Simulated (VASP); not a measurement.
Al: single point with PBE

Crystal: Al.

```
CELL_PARAMETERS angstrom
0.00000 2.01996 2.01996
2.01996 0.00000 2.01996
2.01996 2.01996 0.00000
ATOMIC_POSITIONS crystal
Al 0.00000 0.00000 0.00000
```

| Quantity | Value |
| --- | --- |
| Program | VASP 6.6.1 |
| Task | single point |
| Functional | PBE |
| Potentials or basis | VASP PAW PBE potentials, release 64 (Al) |
| Cutoff | 520 eV |
| k mesh | 13 × 13 × 13 |
| Occupations | methfessel-paxton, width 0.03 eV |
| Spin | no spin polarisation |
| Dipole correction | no |
| Further INCAR settings | ALGO = Normal; EDIFF = 1e-06; NBANDS = 8 |

- Pressure: 0.1 GPa

Levels at points of the mesh, in eV from the Fermi level:
```csv
k point,band 1,band 2,band 3,band 4
"(0.00, 0.00, 0.00)",-11.06,12.71,12.71,12.71
```

Wall time 8.9 s on 1 thread of Intel(R) Xeon(R) Platinum 8375C CPU @ 2.90GHz (Ice Lake), with other jobs on the host, peak memory 0.13 GiB.
